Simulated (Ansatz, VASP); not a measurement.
# One calculation of Cd, two programs

```
CELL_PARAMETERS angstrom
-1.43021 1.43021 1.43021
1.43021 -1.43021 1.43021
1.43021 1.43021 -1.43021
ATOMIC_POSITIONS crystal
Cd 0.00000 0.00000 0.00000
```

Change from the starting cell: volume scaled by 0.5, LAPW.

Alike in both runs: task single point; functional PBE; k mesh 17 × 17 × 17; occupations fermi-dirac, width 0.05 eV; no spin polarisation.

|  | VASP | Ansatz |
| --- | --- | --- |
| version | VASP 6.6.1 | Ansatz 0.2.0 |
| potentials or method | VASP PAW PBE potentials, release 64 (Cd), cutoff 520 eV | all-electron LAPW, scalar-relativistic |

Ansatz gave:

| Property | Result |
| --- | --- |
| pressure (GPa) | 188.6 |

Problem. Which values does VASP return?

Solution. Pressure (GPa): 196.0.

Both programs put the cell under a high pressure, so it lies far from rest at this level. Ansatz ran all-electron here, and VASP with PAW potentials.

Noted on VASP's run: the cell as given lies far from equilibrium.
